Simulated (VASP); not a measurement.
Here is a VASP 6.6.1 calculation.

The input INCAR:

```
PREC = Accurate
ENCUT = 520
EDIFF = 1E-6
ISMEAR = -4
SIGMA = 0.1
LREAL = False
LASPH = True
NELM = 100
ALGO = Normal
ISIF = 2
LWAVE = False
LCHARG = False
GGA = PE
NBANDS = 12
```

KPOINTS

```
regular mesh
0
Gamma
  14 10 10
```

File POSCAR:

```
Sb
1.0
    2.9886695223      0.0000000000      0.0034970902
    0.0000000000      4.3942972937      0.0000000000
   -0.0323137163      0.0000000000      4.1606668099
Sb
2
Direct
    0.9801379492      0.7500000000      0.7555702734
    0.0198620508      0.2500000000      0.2444297266
```

Potentials or basis: VASP PAW PBE potentials, release 64 (Sb).

Command:

```bash
$ cat potpaw_PBE.64/Sb/POTCAR > POTCAR
$ mpirun -np 1 vasp_std > vasp.out
```

**Question.** Estimate the largest force.

**Answer.** 0.094 eV/Å.

**Question.** Estimate the band gap on the k mesh.

**Answer.** Zero (bands 5 and 6 overlap by 9.33 eV).

**Question.** What does it give for the pressure?

**Answer.** 6.8 GPa.

Forces on the atoms (eV/Å):
```
Sb   0.048  0.000 -0.080
Sb  -0.048  0.000  0.080
```

Caveat: the cell stands under pressure; spin-orbit coupling is left out, which moves the levels of the heavy elements.
